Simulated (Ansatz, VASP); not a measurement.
# Two plane-wave programs on AlN

The input INCAR:

```
ALGO = Normal
EDIFF = 1E-6
ENCUT = 600
GGA = PE
GGA_COMPAT = F
ISIF = 2
ISMEAR = 0
LASPH = T
LCHARG = F
LREAL = F
LWAVE = F
NBANDS = 11
NELM = 120
PREC = Accurate
SIGMA = 0.01
```

File KPOINTS:

```
k-points
0
Gamma
  9 9 9
```

The input POSCAR:

```
AlN
1.0
    0.0000000000      2.1839935000      2.1839935000
    2.1839935000      0.0000000000      2.1839935000
    2.1839935000      2.1839935000      0.0000000000
Al N
1 1
Direct
    0.0000000000      0.0000000000      0.0000000000
    0.2500000000      0.2500000000      0.2500000000
```

Input for Ansatz:

```yaml
crystal:
  lattice:
    bravais: fcc
    a: 4.367987
  space_group: 216
  atoms:
    - { symbol: Al, position: [0.0, 0.0, 0.0] }
    - { symbol: "N", position: [0.25, 0.25, 0.25] }
  reduce_to_primitive: true
kpoints:
  mp_grid:
    grid: [9, 9, 9]
scf:
  n_extra_bands: 10
  occupations:
    method: fixed
output:
  dos:
    de: 0.1
    method:
      smearing:
        sigma: 0.15
    projected: true
```

Alike in both runs: task single point; functional PBE; k mesh 9 × 9 × 9; no spin polarisation.

|  | VASP | Ansatz |
| --- | --- | --- |
| version | VASP 6.6.1 | Ansatz 0.2.0 |
| potentials or method | VASP PAW PBE potentials, release 64 (Al, N) | plane waves, PAW |
| plane-wave cutoff (eV) | 600 | 420 |
| occupations | gaussian, width 0.01 eV | fixed |
| valence electrons in the cell | 8 | 8 |

```csv
,VASP,Ansatz,Ansatz less VASP
gap on the k mesh at the Fermi level (eV),3.50,3.51,+0.008
```
